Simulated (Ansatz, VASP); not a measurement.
Co: VASP beside Ansatz

The input INCAR:

```
SYSTEM = Co
ALGO = Normal
EDIFF = 1E-6
ENCUT = 520
GGA = CA
ISIF = 2
ISMEAR = -1
ISPIN = 2
LASPH = .TRUE.
LCHARG = .FALSE.
LMAXMIX = 4
LORBIT = 11
LREAL = .FALSE.
LWAVE = .FALSE.
MAGMOM = 1.546
NBANDS = 14
NELM = 150
PREC = Accurate
SIGMA = 0.05
```

Contents of KPOINTS:

```
k-points
0
G
  16 16 16
  0 0 0
```

POSCAR

```
Co
1.0
    2.3136768364      0.0000000000      0.0000000000
    0.0000000000      2.3136768364      0.0000000000
    0.0000000000      0.0000000000      2.3136768364
Co
1
Direct
    0.0000000000      0.0000000000      0.0000000000
```

Input for Ansatz:

```yaml
crystal:
  lattice:
    - [2.3136768364, 0.0, 0.0]
    - [0.0, 2.3136768364, 0.0]
    - [0.0, 0.0, 2.3136768364]
  atoms:
    - { symbol: Co, position: [0.0, 0.0, 0.0], spin: 1.546 }
hamiltonian:
  xc: lda
  pseudopotentials:
    kind: paw
    azcp:
      Co: "pseudopotentials/Co.paw.azcp"
basis:
  ecutwfc: 420
  fft_grid_basis: typed
kpoints:
  mp_grid: { grid: [16, 16, 16], shift: [0, 0, 0] }
magnetization:
  spin_polarized: true
scf:
  occupations: { method: fermi_dirac, width: 0.05 }
  lower_state_search: "off"
output:
  stress: true
  write_density: true
  write_potential: true
  elf: true
  volumetric_format: npy
```

Alike in both runs: task single point; functional LDA; k mesh 16 × 16 × 16; occupations fermi-dirac, width 0.05 eV; collinear spin.

|  | VASP | Ansatz |
| --- | --- | --- |
| version | VASP 6.6.1 | Ansatz 0.2.0 |
| potentials or method | VASP PAW LDA potentials, release 64 (Co), cutoff 520 eV | plane waves (420 eV) with PAW, scalar-relativistic |
| valence electrons in the cell | 9 | 17 |

Ansatz gave:

- pressure (GPa): -11.4
- net moment per atom (μB): 1.70
- size of the moment on the site where the two differ most (μB): 1.70

Which values does VASP return?

Pressure (GPa): -12.9; net moment per atom (μB): 1.63; size of the moment on the site where the two differ most (μB): 1.62.

Ansatz warns that its potentials were made for another functional, while VASP's fit it. LDA's correlation is that of Perdew and Zunger in VASP and of Perdew and Wang (1992) in Ansatz. Site moments also hang on the region over which each program counts them. VASP's potentials hold 9 valence electrons a cell and Ansatz's 17, so a difference there can come from the potentials and not from the codes.
